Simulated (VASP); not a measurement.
Input of a VASP 6.6.1 run:

INCAR

```
SYSTEM = AlRu
ALGO = Normal
EDIFF = 1E-6
ENCUT = 520
GGA = PE
ISIF = 2
ISMEAR = -1
LASPH = .True.
LCHARG = .False.
LREAL = .False.
LWAVE = .False.
NBANDS = 16
NELM = 80
PREC = Accurate
SIGMA = 0.1
```

Contents of KPOINTS:

```
k-points
0
Gamma
  15 15 15
  0 0 0
```

POSCAR

```
AlRu
1.0
    3.0043569641      0.0000000000      0.0000000000
    0.0000000000      3.0043569641      0.0000000000
    0.0000000000      0.0000000000      3.0043569641
Ru Al
1 1
Direct
    0.0000000000      0.0000000000      0.0000000000
    0.5000000000      0.5000000000      0.5000000000
```

Potentials or basis: VASP PAW PBE potentials, release 64 (Ru_pv, Al).

Launch:

```sh
$ cat potpaw_PBE.64/Ru_pv/POTCAR potpaw_PBE.64/Al/POTCAR > POTCAR
$ mpirun -np 1 vasp_std > vasp.out
```

(1) What does it give for the pressure?

(2) Estimate the band gap on the k mesh.

Answers

(1) 0.0 GPa.

(2) zero (an odd number of electrons rules out a gap without spin polarisation).
